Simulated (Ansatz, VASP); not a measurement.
## I in VASP and in Ansatz

```
I
1.0
     0.00000    2.28322    3.94200
     2.27867    0.00000    3.94200
     2.27867    2.28322    0.00000
I
1
Direct
  0.00000 0.00000 0.00000
```

Alike in both runs: functional r2SCAN; k mesh 14 × 14 × 14; occupations gaussian, width 0.1 eV; no spin polarisation.

Ansatz relaxed the structure, and its values are those at the end. VASP's run is a single point on that final structure, the one shown.

|  | VASP | Ansatz |
| --- | --- | --- |
| version | VASP 6.6.1 | Ansatz 0.2.0 |
| potentials or method | VASP PAW PBE potentials, release 64 (I), cutoff 520 eV | scalar-relativistic, plane waves, PAW |
| valence electrons in the cell | 7 | 17 |

Ansatz gave:

| Quantity | Value |
| --- | --- |
| gap on the k mesh at the Fermi level (eV) | none |
| pressure (GPa) | 0.0 |

**Question.** What did VASP give for the same quantities?

**Answer.** gap on the k mesh at the Fermi level (eV): none; pressure (GPa): -0.1.

VASP's potentials were made for PBE, not for r2SCAN. A gap of «none» marks a metal or a gap that the smearing closes. VASP's potentials hold 7 valence electrons a cell and Ansatz's 17, so a difference there can come from the potentials and not from the codes.

Spin-orbit coupling is off throughout.
